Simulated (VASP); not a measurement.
Runs of VASP 6.6.1 on InSb. The structure is that of space group I4/mmm (No. 139), or close to it. The cells are those of the table. 

```csv
cell,gap on the mesh (eV),pressure (GPa)
"a = 4.438, b = 4.438, c = 4.019 Å, angles 63.1, 63.1, 53.8°, 2 atoms",none,(c)
"a = 4.560, b = 4.560, c = 4.129 Å, angles 63.1, 63.1, 53.8°, 2 atoms",none,1.7
"a = 4.436, b = 4.436, c = 4.300 Å, angles 61.0, 61.0, 58.0°, 2 atoms",none,(b)
"a = 4.511, b = 4.511, c = 4.373 Å, angles 61.0, 61.0, 58.0°, 2 atoms",none,-2.8
"a = 4.520, b = 4.520, c = 4.093 Å, angles 63.1, 63.1, 53.8°, 2 atoms",none,(a)
"a = 4.332, b = 4.332, c = 4.062 Å, angles 62.0, 62.0, 55.9°, 2 atoms",none,6.6
"a = 4.364, b = 4.364, c = 4.741 Å, angles 57.1, 57.1, 65.8°, 2 atoms",none,0.3
"a = 4.278, b = 4.278, c = 4.529 Å, angles 58.0, 58.0, 63.9°, 2 atoms",none,1.7
"a = 4.570, b = 4.570, c = 4.285 Å, angles 62.0, 62.0, 55.9°, 2 atoms",none,-1.9
"a = 4.277, b = 4.277, c = 4.145 Å, angles 61.0, 61.0, 58.0°, 2 atoms",none,5.3
"a = 4.291, b = 4.291, c = 4.662 Å, angles 57.1, 57.1, 65.8°, 2 atoms",none,2.6
"a = 4.454, b = 4.454, c = 4.177 Å, angles 62.0, 62.0, 55.9°, 2 atoms",none,1.4
```

Alike in all rows: task single point; level PBE; potentials or basis VASP PAW PBE potentials, release 64 (In_d, Sb); no spin polarisation; k mesh 14 × 14 × 14; cutoff (eV) 520; smearing gaussian 0.15 eV.

Question: Fill in the values left out.

Answer: (a) 3.1; (b) -0.9; (c) 6.7.

Caveats: spin-orbit coupling is left out, which moves the levels of the heavy elements; the cell stands under pressure (at least some runs).

A k mesh can miss the band edges, and the runs leave out spin-orbit coupling on In, Sb.

A gap of «none» marks levels without a gap at the run's occupations.
